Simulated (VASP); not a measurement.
# ZrH3 (Pm-3m) in VASP: notebook

The runs below take ZrH3 through relaxation of cell and atoms, with r2SCAN.

Everything below comes from runs of VASP 6.6.1. Logs are shortened: lines on timing, memory, paths and dates and some standing lists are left out, and cuts for length are marked.

### 1 The cell of the first run

Symmetry: Pm-3m, No. 221, cubic system. The conventional cell has a = 3.126 Å, b = 3.126 Å, c = 3.126 Å, α = 90.00°, β = 90.00°, γ = 90.00°. Within 2.9 Å of Zr (site symmetry m-3m) lie 12 H at 2.21 Å. H (site symmetry 4/mmm) has 4 Zr at 2.21 Å and 8 H at 2.21 Å within 2.9 Å.

### 2 Relaxation of cell and atoms, r2SCAN, target pressure -2 GPa, at which the enthalpy is minimised

The input, POSCAR:

```
ZrH3
1.0
    3.1260380000      0.0000000000      0.0000000000
    0.0000000000      3.1260380000      0.0000000000
    0.0000000000      0.0000000000      3.1260380000
Zr H
1 3
Direct
    0.0000000000      0.0000000000      0.0000000000
    0.0000000000      0.5000000000      0.5000000000
    0.5000000000      0.0000000000      0.5000000000
    0.5000000000      0.5000000000      0.0000000000
```

The input, INCAR.step1:

```
SYSTEM = ZrH3
PREC = Accurate
ENCUT = 600
ISMEAR = 1
SIGMA = 0.1
LREAL = .False.
LASPH = .True.
NELM = 80
GGA = PE
ALGO = Normal
EDIFF = 1E-4
LWAVE = .True.
LCHARG = .False.
```

The input, INCAR.step2:

```
SYSTEM = ZrH3
PREC = Accurate
ENCUT = 600
EDIFF = 1E-6
ISMEAR = 1
SIGMA = 0.1
LREAL = .False.
LASPH = .True.
NELM = 80
ALGO = Normal
ISIF = 3
LWAVE = .False.
LCHARG = .False.
METAGGA = R2SCAN
LMIXTAU = .True.
IBRION = 2
NSW = 80
EDIFFG = -0.01
PSTRESS = -20.0
ISTART = 1
```

The input, KPOINTS:

```
regular mesh
0
Gamma
  7 7 7
  0 0 0
```

Potentials or basis: VASP PAW PBE potentials, release 64 (Zr_sv, H).

Command:

```console
$ cat potpaw_PBE.64/Zr_sv/POTCAR potpaw_PBE.64/H/POTCAR > POTCAR
$ cp INCAR.step1 INCAR
$ mpirun -np 1 vasp_std > vasp.out
$ cp INCAR.step2 INCAR
$ mpirun -np 1 vasp_std > vasp.out
```

OUTCAR:

```text
SYSTEM = ZrH3
   PREC = Accurate
   ENCUT = 600
   EDIFF = 1E-6
   ISMEAR = 1
   LREAL = .False.
   LASPH = .True.
   NELM = 80
   ISIF = 3
   METAGGA = R2SCAN
   IBRION = 2
   NSW = 80
   EDIFFG = -0.01
   PSTRESS = -20.0
   ISTART = 1

 ion  position               nearest neighbor table
   1  0.000  0.000  0.000-   2 2.21   3 2.21   4 2.21   2 2.21   3 2.21   2 2.21   4 2.21   2 2.21
                             3 2.21   4 2.21   3 2.21   4 2.21
   2  0.000  0.500  0.500-   1 2.21   1 2.21   1 2.21   1 2.21
   3  0.500  0.000  0.500-   1 2.21   1 2.21   1 2.21   1 2.21
   4  0.500  0.500  0.000-   1 2.21   1 2.21   1 2.21   1 2.21

  LATTYP: Found a simple cubic cell.
 ALAT       =     3.1260380000

  Lattice vectors:

 A1 = (   3.1260380000,   0.0000000000,   0.0000000000)
 A2 = (   0.0000000000,   3.1260380000,   0.0000000000)
 A3 = (   0.0000000000,   0.0000000000,   3.1260380000)

Analysis of symmetry for initial positions (statically):
=====================================================================
 Subroutine PRICEL returns:
 Original cell was already a primitive cell.

 Routine SETGRP: Setting up the symmetry group for a
 simple cubic supercell.

 Subroutine GETGRP returns: Found 48 space group operations
 (whereof 48 operations were pure point group operations)
 out of a pool of 48 trial point group operations.

The static configuration has the point symmetry O_h .

Analysis of symmetry for dynamics (positions and initial velocities):
=====================================================================
 Subroutine PRICEL returns:
 Original cell was already a primitive cell.

 Routine SETGRP: Setting up the symmetry group for a
 simple cubic supercell.

 Subroutine GETGRP returns: Found 48 space group operations
 (whereof 48 operations were pure point group operations)
 out of a pool of 48 trial point group operations.

The dynamic configuration has the point symmetry O_h .

 Subroutine INISYM returns: Found 48 space group operations
 (whereof 48 operations are pure point group operations),
 and found     1 'primitive' translations

----------------------------------------------------------------------------------------

                                     Primitive cell

  volume of cell :      30.5480

  direct lattice vectors                    reciprocal lattice vectors
     3.126038000  0.000000000  0.000000000     0.319893744  0.000000000  0.000000000
     0.000000000  3.126038000  0.000000000     0.000000000  0.319893744  0.000000000
     0.000000000  0.000000000  3.126038000     0.000000000  0.000000000  0.319893744

  length of vectors
     3.126038000  3.126038000  3.126038000     0.319893744  0.319893744  0.319893744

  position of ions in fractional coordinates (direct lattice)
     0.000000000  0.000000000  0.000000000
     0.000000000  0.500000000  0.500000000
     0.500000000  0.000000000  0.500000000
     0.500000000  0.500000000  0.000000000

  ion indices of the primitive-cell ions
   primitive index   ion index
                 1           1
                 2           2
                 3           3
                 4           4

----------------------------------------------------------------------------------------

 KPOINTS: regular mesh

Automatic generation of k-mesh.
 Grid dimensions read from file:
 generate k-points for:    7    7    7

 Generating k-lattice:

  Cartesian coordinates                     Fractional coordinates (reciprocal lattice)
     0.045699106  0.000000000  0.000000000     0.142857143  0.000000000  0.000000000
[... 73 lines left out ...]
     AMIX     =   0.40;   BMIX     =  1.00
     AMIX_MAG =   1.60;   BMIX_MAG =  1.00
  volume/ion in A,a.u.               =       7.64        51.54
  Fermi-wavevector in a.u.,A,eV,Ry     =   1.291549  2.440674 22.695874  1.668100
  Thomas-Fermi vector in A             =   2.423312
   LORBIT       =      0    0 simple, 1 ext, 2 COOP (PROOUT), +10 PAW based schemes
   METAGGA = R2SCAN    functional components
   LHFCALC =     F    Hartree Fock is set to
   AEXX    =    0.0000 exact exchange contribution
   IVDW    =     0    specifies the selected vdW correction
   LEPSILON=     F    determine dielectric tensor
   LRPA    =     F    only Hartree local field effects (RPA)
 conjugate gradient relaxation of ions
 non-spin polarized calculation
 Methfessel and Paxton  Order N= 1 SIGMA  =   0.10
  energy-cutoff  :      600.00
  volume of cell :       30.55
 maximum number of plane-waves:      1032
 NGX is ok and might be reduce to    28
   NGX = 13   NGY = 13   NGZ = 13

--------------------------------------- Ionic step        1  -------------------------------------------

 number of electron      15.0000003 magnetization

 Free energy of the ion-electron system (eV)
  ---------------------------------------------------
  ext. energy  EPLUGINS =         0.00000000
  ---------------------------------------------------
  free energy    TOTEN  =       -34.45023910 eV

  energy without entropy =      -34.44961145  energy(sigma->0) =      -34.45002988

------------------------ aborting loop because EDIFF is reached ----------------------------------------

  FORCE on cell =-STRESS in cart. coord.  units (eV):
  Direction    XX          YY          ZZ          XY          YZ          ZX
  --------------------------------------------------------------------------------------
  -------------------------------------------------------------------------------------
  Total       -0.3013943     -0.3013943     -0.3013943      0.0000000      0.0000000      0.0000000
  in kB      -15.8074864    -15.8074864    -15.8074864      0.0000000      0.0000000      0.0000000
  external PRESSURE =       4.1925136 kB  Pullay stress =     -20.0000000 kB

 VOLUME and BASIS-vectors are now :
 -----------------------------------------------------------------------------
  energy-cutoff  :      600.00
  volume of cell :       30.55
      direct lattice vectors                 reciprocal lattice vectors
     3.126038000  0.000000000  0.000000000     0.319893744  0.000000000  0.000000000
     0.000000000  3.126038000  0.000000000     0.000000000  0.319893744  0.000000000
     0.000000000  0.000000000  3.126038000     0.000000000  0.000000000  0.319893744

 POSITION                                       TOTAL-FORCE (eV/Angst)
 -----------------------------------------------------------------------------------
      0.00000      0.00000      0.00000         0.000000      0.000000      0.000000
      0.00000      1.56302      1.56302         0.000000      0.000000      0.000000
      1.56302      0.00000      1.56302         0.000000      0.000000      0.000000
      1.56302      1.56302      0.00000         0.000000      0.000000      0.000000
 -----------------------------------------------------------------------------------
    total drift:                               -0.000000     -0.000000     -0.000000

  FREE ENERGIE OF THE ION-ELECTRON SYSTEM (eV)
  ---------------------------------------------------
  free  energy   TOTEN  =       -34.4502390964 eV

  energy  without entropy=      -34.4496114512  energy(sigma->0) =      -34.45002988

  enthalpy is  TOTEN    =       -34.8315701490 eV   P V=       -0.3813310526

--------------------------------------- Ionic step        2  -------------------------------------------

 number of electron      15.0000003 magnetization

 Free energy of the ion-electron system (eV)
  ---------------------------------------------------
  ext. energy  EPLUGINS =         0.00000000
  ---------------------------------------------------
  free energy    TOTEN  =       -34.44929791 eV

  energy without entropy =      -34.44867353  energy(sigma->0) =      -34.44908979

 E-fermi :   7.9242     XC(G=0): -11.8379

 val. band max:        7.7353242443   @ k =   0.2857   0.2857   0.0000
 cond. band min:       7.9720790690   @ k =   0.2857   0.2857   0.1429
 fundamental gap:      0.2367548247
 Fermi energy:         7.9242235219

 k-point     1 :       0.0000    0.0000    0.0000
  band No.  band energies     occupation
      1     -43.2519      2.00000
      2     -20.2555      2.00000
      3     -20.2555      2.00000
      4     -20.2555      2.00000
      5      -2.8198      2.00000
      6       3.3271      2.00000
      7       3.3271      2.00000
      8      11.8736      0.00000
      9      11.8736      0.00000
     10      11.8736      0.00000
     11      13.6946      0.00000
[... 253 lines left out ...]
 k-point    20 :       0.4286    0.4286    0.4286
  band No.  band energies     occupation
      1     -43.0535      2.00000
      2     -20.7647      2.00000
      3     -20.7558      2.00000
      4     -20.7557      2.00000
      5       1.5463      2.00000
      6       1.8828      2.00000
      7       1.8828      2.00000
      8      11.8564      0.00000
      9      11.8564      0.00000
     10      12.4412      0.00000
     11      12.7109      0.00000

------------------------ aborting loop because EDIFF is reached ----------------------------------------

  FORCE on cell =-STRESS in cart. coord.  units (eV):
  Direction    XX          YY          ZZ          XY          YZ          ZX
  --------------------------------------------------------------------------------------
  -------------------------------------------------------------------------------------
  Total       -0.3642271     -0.3642271     -0.3642271      0.0000000      0.0000000      0.0000000
  in kB      -19.0477912    -19.0477912    -19.0477912      0.0000000      0.0000000      0.0000000
  external PRESSURE =       0.9522088 kB  Pullay stress =     -20.0000000 kB

 VOLUME and BASIS-vectors are now :
 -----------------------------------------------------------------------------
  energy-cutoff  :      600.00
  volume of cell :       30.64
      direct lattice vectors                 reciprocal lattice vectors
     3.129051784  0.000000000  0.000000000     0.319585635 -0.000000000  0.000000000
     0.000000000  3.129051784  0.000000000    -0.000000000  0.319585635  0.000000000
     0.000000000  0.000000000  3.129051784    -0.000000000  0.000000000  0.319585635

 POSITION                                       TOTAL-FORCE (eV/Angst)
 -----------------------------------------------------------------------------------
      0.00000      0.00000      0.00000         0.000000      0.000000      0.000000
      0.00000      1.56453      1.56453        -0.000000      0.000000      0.000000
      1.56453      0.00000      1.56453         0.000000      0.000000      0.000000
      1.56453      1.56453      0.00000         0.000000      0.000000      0.000000
 -----------------------------------------------------------------------------------
    total drift:                               -0.000000     -0.000000     -0.000000

  FREE ENERGIE OF THE ION-ELECTRON SYSTEM (eV)
  ---------------------------------------------------
  free  energy   TOTEN  =       -34.4492979123 eV

  energy  without entropy=      -34.4486735335  energy(sigma->0) =      -34.44908979

  enthalpy is  TOTEN    =       -34.8317329416 eV   P V=       -0.3824350293

 reached required accuracy - stopping structural energy minimisation
```

It took 82 s on 1 thread of Intel Xeon Platinum 8259CL at 2.50GHz (Skylake/Cascade Lake), shared host; peak memory 0.16 GiB.

Results:

* Free energy: -34.4493 eV
* Relaxed volume: 7.66 Å³/atom
* Relaxed cell: a = 3.129 Å, b = 3.129 Å, c = 3.129 Å, α = 90.00°, β = 90.00°, γ = 90.00°
* Space group after relaxing (to 0.05 Å): Pm-3m (No. 221)
* Energy change on relaxing (the enthalpy is what falls): +0.2 meV/atom
* Ionic steps: 2
* Pressure after relaxing: -1.9 GPa

The path:
| step | energy change (eV) | largest force (eV/Å) | pressure (GPa) | volume (Å³) |
| --- | --- | --- | --- | --- |
| 1 | 0.0000 | 0.0000 | -1.58 | 30.55 |
| 2 | 0.0009 | 0.0000 | -1.90 | 30.64 |

Final structure:
```yaml
crystal:
  lattice:
    - [3.12905, 0.00000, 0.00000]
    - [0.00000, 3.12905, 0.00000]
    - [0.00000, 0.00000, 3.12905]
  atoms:
    - { symbol: Zr, position: [0.00000, 0.00000, 0.00000] }
    - { symbol: H, position: [0.00000, 0.50000, 0.50000] }
    - { symbol: H, position: [0.50000, 0.00000, 0.50000] }
    - { symbol: H, position: [0.50000, 0.50000, 0.00000] }
```

Caveat: the cell is relaxed towards a set pressure, so the enthalpy falls and the energy may rise; the PAW data sets were made with another functional, which shifts forces and pressure a little.

### 3 Relaxation of cell and atoms, r2SCAN

POSCAR is that of step 2.

The input, INCAR.step1:

```
SYSTEM = ZrH3
ALGO = Normal ; EDIFF = 1E-4
ENCUT = 600 ; GGA = PE
ISMEAR = 1 ; LASPH = .TRUE.
LCHARG = .FALSE. ; LREAL = .FALSE.
LWAVE = .TRUE. ; NELM = 60
PREC = Accurate ; SIGMA = 0.1
```

The input, INCAR.step2:

```
SYSTEM = ZrH3
ALGO = Normal ; EDIFF = 1E-7
EDIFFG = -0.01 ; ENCUT = 600
IBRION = 2 ; ISIF = 3
ISMEAR = 1 ; ISTART = 1
LASPH = .TRUE. ; LCHARG = .FALSE.
LMIXTAU = .TRUE. ; LREAL = .FALSE.
LWAVE = .FALSE. ; METAGGA = R2SCAN
NELM = 60 ; NSW = 80
PREC = Accurate ; SIGMA = 0.1
```

The input, KPOINTS:

```
k-points
0
G
  7 7 7
  0 0 0
```

Potentials or basis: VASP PAW PBE potentials, release 64 (Zr_sv, H).

Command:

```console
$ cat potpaw_PBE.64/Zr_sv/POTCAR potpaw_PBE.64/H/POTCAR > POTCAR
$ cp INCAR.step1 INCAR
$ mpirun -np 1 vasp_std > vasp.out
$ cp INCAR.step2 INCAR
$ mpirun -np 1 vasp_std > vasp.out
```

It took 72 s on 1 thread of Intel Xeon Platinum 8259CL at 2.50GHz (Skylake/Cascade Lake), shared host; peak memory 0.17 GiB.

Results (log left out):

- Free energy: -34.4519 eV
- Relaxed volume: 7.56 Å³/atom
- Relaxed cell: a = 3.115 Å, b = 3.115 Å, c = 3.115 Å, α = 90.00°, β = 90.00°, γ = 90.00°
- Space group after relaxing (to 0.05 Å): Pm-3m (No. 221)
- Energy gained by relaxing: 0.4 meV/atom
- Ionic steps: 2
- Pressure after relaxing: -0.1 GPa

Step by step:
```
step  energy change (eV)  largest force (eV/Å)  pressure (GPa)  volume (Å³)
   1              0.0000                0.0000           -1.54        30.55
   2             -0.0017                0.0000           -0.10        30.22
```

Final structure:
```
Zr H
1.0
     3.11497    0.00000    0.00000
     0.00000    3.11497    0.00000
     0.00000    0.00000    3.11497
Zr H
1 3
Direct
  0.00000 0.00000 0.00000
  0.00000 0.50000 0.50000
  0.50000 0.00000 0.50000
  0.50000 0.50000 0.00000
```

Levels at points of the mesh, in eV from the Fermi level:
```csv
k point,band 3,band 4,band 5,band 6,band 7,band 8,band 9,band 10,band 11
"(0.00, 0.00, 0.00)",-28.14,-28.14,-10.83,-4.65,-4.65,4.01,4.01,4.01,5.85
```

Caveat: the PAW data sets were made with another functional, which shifts forces and pressure a little.

(Part 1 of 2 ends here.)
